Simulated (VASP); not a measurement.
# Cs (I4/mmm) in VASP: a series of runs, part 2 of 2

VASP 6.6.1. The steps go on from the part before.

### Step 3. Single point, PBEsol (strain -0.025 along x and y, +0.050 along z)

INCAR reads:

```
ALGO = Fast
EDIFF = 1E-6
ENCUT = 520
GGA = PS
ISIF = 2
ISMEAR = 0
LASPH = True
LCHARG = False
LREAL = False
LWAVE = False
NBANDS = 10
NELM = 100
PREC = Accurate
SIGMA = 0.15
```

KPOINTS reads:

```
k-points
0
Gamma
  12 12 12
```

POSCAR reads:

```
Cs
1.0
   -2.9469375000      2.9469375000      3.1736250000
    2.9469375000     -2.9469375000      3.1736250000
    2.9469375000      2.9469375000     -3.1736250000
Cs
1
Direct
    0.0000000000      0.0000000000      0.0000000000
```

Potentials or basis: VASP PAW PBE potentials, release 64 (Cs_sv).

Run with:

```
cat potpaw_PBE.64/Cs_sv/POTCAR > POTCAR
mpirun -np 1 vasp_std > vasp.out
```

OUTCAR:

```text
EDIFF = 1E-6
   ENCUT = 520
   GGA = PS
   ISIF = 2
   ISMEAR = 0
   LASPH = True
   LREAL = False
   NELM = 100
   PREC = Accurate

 ion  position               nearest neighbor table
   1  0.000  0.000  0.000-

  LATTYP: Found a body centered tetragonal cell.
 ALAT       =     5.8938750000
 C/A-ratio  =     1.0769230769

  Lattice vectors:

 A1 = (  -2.9469375000,   2.9469375000,   3.1736250000)
 A2 = (   2.9469375000,  -2.9469375000,   3.1736250000)
 A3 = (   2.9469375000,   2.9469375000,  -3.1736250000)

Analysis of symmetry for initial positions (statically):
=====================================================================
 Subroutine PRICEL returns:
 Original cell was already a primitive cell.

 Routine SETGRP: Setting up the symmetry group for a
 body centered tetragonal supercell.

 Subroutine GETGRP returns: Found 16 space group operations
 (whereof 16 operations were pure point group operations)
 out of a pool of 16 trial point group operations.

The static configuration has the point symmetry D_4h.

Analysis of symmetry for dynamics (positions and initial velocities):
[... 164 lines left out ...]

 k-point     1 :       0.0000    0.0000    0.0000
  band No.  band energies     occupation
      1     -23.3428      2.00000
      2     -10.0557      2.00000
      3     -10.0557      2.00000
      4     -10.0553      2.00000
      5      -1.2494      2.00000
      6       2.9167      0.00000
      7       2.9167      0.00000
      8       3.2215      0.00000
      9       3.6795      0.00000
     10       4.1177      0.00000
[... 287 lines left out ...]
 k-point    24 :      -0.4167    0.1667   -0.0000
  band No.  band energies     occupation
      1     -23.3359      2.00000
      2     -10.1789      2.00000
      3     -10.1009      2.00000
      4     -10.0691      2.00000
      5       0.0794      1.99981
      6       1.7621      0.00000
      7       2.1807      0.00000
      8       3.5612      0.00000
      9       4.2647      0.00000
     10       4.3911      0.00000

 [... further k-points ...]

------------------------ aborting loop because EDIFF is reached ----------------------------------------

  FORCE on cell =-STRESS in cart. coord.  units (eV):
  Direction    XX          YY          ZZ          XY          YZ          ZX
  --------------------------------------------------------------------------------------
  -------------------------------------------------------------------------------------
  Total       -0.0289182     -0.0289182     -0.0331498      0.0000000     -0.0000000     -0.0000000
  in kB       -0.4202657     -0.4202657     -0.4817631      0.0000000     -0.0000000     -0.0000000
  external PRESSURE =      -0.4407648 kB  Pullay stress =       0.0000000 kB

 VOLUME and BASIS-vectors are now :
 -----------------------------------------------------------------------------
  energy-cutoff  :      520.00
  volume of cell :      110.24
      direct lattice vectors                 reciprocal lattice vectors
    -2.946937500  2.946937500  3.173625000     0.000000000  0.169667663  0.157548545
     2.946937500 -2.946937500  3.173625000     0.169667663  0.000000000  0.157548545
     2.946937500  2.946937500 -3.173625000     0.169667663  0.169667663  0.000000000

 POSITION                                       TOTAL-FORCE (eV/Angst)
 -----------------------------------------------------------------------------------
      0.00000      0.00000      0.00000        -0.000000      0.000000     -0.000000
 -----------------------------------------------------------------------------------
    total drift:                               -0.000000      0.000000      0.000000

  FREE ENERGIE OF THE ION-ELECTRON SYSTEM (eV)
  ---------------------------------------------------
  free  energy   TOTEN  =        -0.9483820845 eV

  energy  without entropy=       -0.9325325692  energy(sigma->0) =       -0.94045733
```

stdout:

```text
POSCAR found type information on POSCAR Cs
 POSCAR found :  1 types and       1 ions
 scaLAPACK will be used
 -----------------------------------------------------------------------------
|                                                                             |
|                                                                             |
|     You enforced a specific xc type in the INCAR file but a different       |
|     I HOPE YOU KNOW WHAT YOU ARE DOING!                                     |
|                                                                             |
 -----------------------------------------------------------------------------

 LDA part: xc-table for (Slater+PW92), standard interpolation
 POSCAR, INCAR and KPOINTS ok, starting setup
 FFT: planning ... GRIDC
 FFT: planning ... GRID_SOFT
 FFT: planning ... GRID
 WAVECAR not read
 entering main loop
```

Wall time 98 s (1 thread of Oxide Virtual Turin-like, shared host); peak memory 0.31 GiB.

What came out:

| Quantity | Value |
| --- | --- |
| Free energy | -0.9484 eV |
| Pressure | 0.0 GPa |
| Band gap on the k mesh | zero (an odd number of electrons rules out a gap without spin polarisation) |

Caveat: the cell differs from its parent crystal (strain -0.025 along x and y, +0.050 along z); the PAW data sets were made with another functional, which shifts forces and pressure a little; spin-orbit coupling is left out, which moves the levels of the heavy elements.

### Step 4. Single point, PBEsol (strain +0.025 along x and y, -0.050 along z)

INCAR reads:

```
SYSTEM = Cs
PREC = Accurate
ENCUT = 520
EDIFF = 1E-6
ISMEAR = 0
SIGMA = 0.15
LREAL = .False.
LASPH = .True.
NELM = 60
ALGO = Fast
ISIF = 2
LWAVE = .False.
LCHARG = .False.
GGA = PS
NBANDS = 10
```

KPOINTS reads:

```
Automatic mesh
0
Gamma
  12 12 12
  0 0 0
```

POSCAR reads:

```
Cs
1.0
   -3.0980625000      3.0980625000      2.8713750000
    3.0980625000     -3.0980625000      2.8713750000
    3.0980625000      3.0980625000     -2.8713750000
Cs
1
Direct
    0.0000000000      0.0000000000      0.0000000000
```

Run with:

```
cat potpaw_PBE.64/Cs_sv/POTCAR > POTCAR
mpirun -np 1 vasp_std > vasp.out
```

Run time: 1.7 min. Hardware: 1 thread of Oxide Virtual Turin-like, shared host; peak memory 0.31 GiB.

The run converged. Its results:

```
Free energy            : -0.9480 eV
Pressure               : 0.0 GPa
Band gap on the k mesh : zero (an odd number of electrons rules out a gap without spin polarisation)
```

Levels at points of the mesh, in eV from the Fermi level:
```tsv
k point	band 2	band 3	band 4	band 5	band 6	band 7	band 8	band 9
(0.00, 0.00, 0.00)	-10.53	-10.53	-10.53	-1.72	2.32	2.66	2.66	3.18
(0.50, 0.00, 0.00)	-10.69	-10.59	-10.54	0.05	0.99	1.54	3.32	4.09
(0.50, 0.50, 0.00)	-10.69	-10.58	-10.53	-0.04	0.82	1.89	3.04	3.74
(0.50, 0.50, 0.50)	-10.65	-10.65	-10.63	0.56	0.69	2.91	2.91	3.55
```

Caveat: the cell differs from its parent crystal (strain +0.025 along x and y, -0.050 along z); the PAW data sets were made with another functional, which shifts forces and pressure a little; spin-orbit coupling is left out, which moves the levels of the heavy elements.

### Step 5. Single point, PBEsol (strain +0.025 along x and y, -0.025 along z)

INCAR reads:

```
PREC = Accurate
ENCUT = 520
EDIFF = 1E-6
ISMEAR = 0
SIGMA = 0.15
LREAL = False
LASPH = True
NELM = 80
ALGO = Fast
ISIF = 2
LWAVE = False
LCHARG = False
GGA = PS
NBANDS = 10
```

KPOINTS reads:

```
regular mesh
0
Gamma
  12 12 12
```

POSCAR reads:

```
Cs
1.0
   -3.0980625000      3.0980625000      2.9469375000
    3.0980625000     -3.0980625000      2.9469375000
    3.0980625000      3.0980625000     -2.9469375000
Cs
1
Direct
    0.0000000000      0.0000000000      0.0000000000
```

Potentials or basis: VASP PAW PBE potentials, release 64 (Cs_sv).

Run with:

```
cat potpaw_PBE.64/Cs_sv/POTCAR > POTCAR
mpirun -np 1 vasp_std > vasp.out
```

OUTCAR:

```text
PREC = Accurate
   ENCUT = 520
   EDIFF = 1E-6
   ISMEAR = 0
   LREAL = False
   LASPH = True
   NELM = 80
   ISIF = 2
   GGA = PS

 ion  position               nearest neighbor table
   1  0.000  0.000  0.000-

  LATTYP: Found a body centered tetragonal cell.
 ALAT       =     6.1961250000
 C/A-ratio  =     0.9512195122

  Lattice vectors:

 A1 = (  -3.0980625000,   3.0980625000,   2.9469375000)
 A2 = (   3.0980625000,  -3.0980625000,   2.9469375000)
 A3 = (   3.0980625000,   3.0980625000,  -2.9469375000)
[... 491 lines left out ...]
     10       4.2932      0.00000

 [... further k-points ...]

------------------------ aborting loop because EDIFF is reached ----------------------------------------

  FORCE on cell =-STRESS in cart. coord.  units (eV):
  Direction    XX          YY          ZZ          XY          YZ          ZX
  --------------------------------------------------------------------------------------
  -------------------------------------------------------------------------------------
  Total       -0.0697768     -0.0697768     -0.0566627      0.0000000      0.0000000      0.0000000
  in kB       -0.9881218     -0.9881218     -0.8024109      0.0000000      0.0000000      0.0000000
  external PRESSURE =      -0.9262181 kB  Pullay stress =       0.0000000 kB

 VOLUME and BASIS-vectors are now :
 -----------------------------------------------------------------------------
  energy-cutoff  :      520.00
  volume of cell :      113.14
      direct lattice vectors                 reciprocal lattice vectors
    -3.098062500  3.098062500  2.946937500     0.000000000  0.161391192  0.169667663
     3.098062500 -3.098062500  2.946937500     0.161391192  0.000000000  0.169667663
     3.098062500  3.098062500 -2.946937500     0.161391192  0.161391192  0.000000000

 POSITION                                       TOTAL-FORCE (eV/Angst)
 -----------------------------------------------------------------------------------
      0.00000      0.00000      0.00000         0.000000      0.000000      0.000000
 -----------------------------------------------------------------------------------
    total drift:                                0.000000     -0.000000     -0.000000

  FREE ENERGIE OF THE ION-ELECTRON SYSTEM (eV)
  ---------------------------------------------------
  free  energy   TOTEN  =        -0.9473808300 eV

  energy  without entropy=       -0.9314845790  energy(sigma->0) =       -0.93943270
```

stdout:

```text
POSCAR found type information on POSCAR Cs
 POSCAR found :  1 types and       1 ions
 scaLAPACK will be used
 -----------------------------------------------------------------------------
|                                                                             |
|                                                                             |
|     You enforced a specific xc type in the INCAR file but a different       |
|     I HOPE YOU KNOW WHAT YOU ARE DOING!                                     |
|                                                                             |
 -----------------------------------------------------------------------------

 LDA part: xc-table for (Slater+PW92), standard interpolation
 POSCAR, INCAR and KPOINTS ok, starting setup
 FFT: planning ... GRIDC
 FFT: planning ... GRID_SOFT
 FFT: planning ... GRID
 WAVECAR not read
 entering main loop
```

Wall time 1.9 min (1 thread of Oxide Virtual Turin-like, shared host); peak memory 0.31 GiB.

Results:

```yaml
Free_energy: -0.9474 eV
Pressure: -0.1 GPa
Band_gap_on_the_k_mesh: zero (an odd number of electrons rules out a gap without spin polarisation)
```

Caveat: the cell differs from its parent crystal (strain +0.025 along x and y, -0.025 along z); the PAW data sets were made with another functional, which shifts forces and pressure a little; spin-orbit coupling is left out, which moves the levels of the heavy elements.

### Step 6. Summary

| cell | gap on the mesh (eV) | pressure (GPa) |
| --- | --- | --- |
| a = 5.193 Å, angles 110.8, 110.8, 106.7°, 1 atom | none | 0.0 |
| a = 5.238 Å, angles 111.5, 111.5, 105.4°, 1 atom | none | 0.0 |
| a = 5.238 Å, angles 107.5, 107.5, 113.5°, 1 atom | none | 0.0 |
| a = 5.280 Å, angles 108.1, 108.1, 112.1°, 1 atom | none | -0.1 |

Alike in all rows: task single point; level PBEsol; potentials or basis VASP PAW PBE potentials, release 64 (Cs_sv); no spin polarisation; k mesh 12 × 12 × 12; cutoff (eV) 520; smearing gaussian 0.15 eV.

Caveats: the PAW data sets were made with another functional, which shifts forces and pressure a little; spin-orbit coupling is left out, which moves the levels of the heavy elements.

Absolute energies hang on the potentials; compare differences alone.
